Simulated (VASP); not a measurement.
Wanted: the native input for a VASP 6.6.1 run.

* Task: single point
* Functional: PBE
* Potentials or basis: VASP PAW PBE potentials, release 64 (Zr_sv, F)
* Cutoff: 520 eV
* k mesh: 4 × 4 × 4
* Occupations: gaussian, width 0.1 eV
* Spin: no spin polarisation
* Dipole correction: no
* Further INCAR settings: ALGO = Normal; EDIFF = 1e-06; NBANDS = 36

The structure of Zr4F lies in POSCAR:

```
Zr4F
1.0
   -2.9806066853      2.9806066853      2.9806066853
    2.9806066853     -2.9806066853      2.9806066853
    2.9806066853      2.9806066853     -2.9806066853
Zr F
4 1
Direct
    0.0000000000      0.0000000000      0.5000000000
    0.5000000000      0.0000000000      0.0000000000
    0.5000000000      0.5000000000      0.5000000000
    0.0000000000      0.5000000000      0.0000000000
    0.0000000000      0.0000000000      0.0000000000
```

One way to write it, as run:

INCAR

```
ALGO = Normal
EDIFF = 1E-6
ENCUT = 520
GGA = PE
ISIF = 2
ISMEAR = 0
LASPH = T
LCHARG = F
LREAL = F
LWAVE = F
NBANDS = 36
NELM = 80
PREC = Accurate
SIGMA = 0.1
```

KPOINTS

```
k-points
0
Gamma
  4 4 4
```

Potentials or basis: VASP PAW PBE potentials, release 64 (Zr_sv, F).

Command:

```bash
$ cat potpaw_PBE.64/Zr_sv/POTCAR potpaw_PBE.64/F/POTCAR > POTCAR
$ mpirun -np 1 vasp_std > vasp.out
```

It gave:

```yaml
Pressure: 0.3 GPa
```

Caveat: the k points lie up to 0.37 Å⁻¹ apart; an odd number of electrons without spin polarisation forces a metal; a magnetic or distorted state may lie lower.

It took 16 s on 1 thread of Intel(R) Xeon(R) 6975P-C (Granite Rapids), with other jobs on the host, peak memory 0.24 GiB.
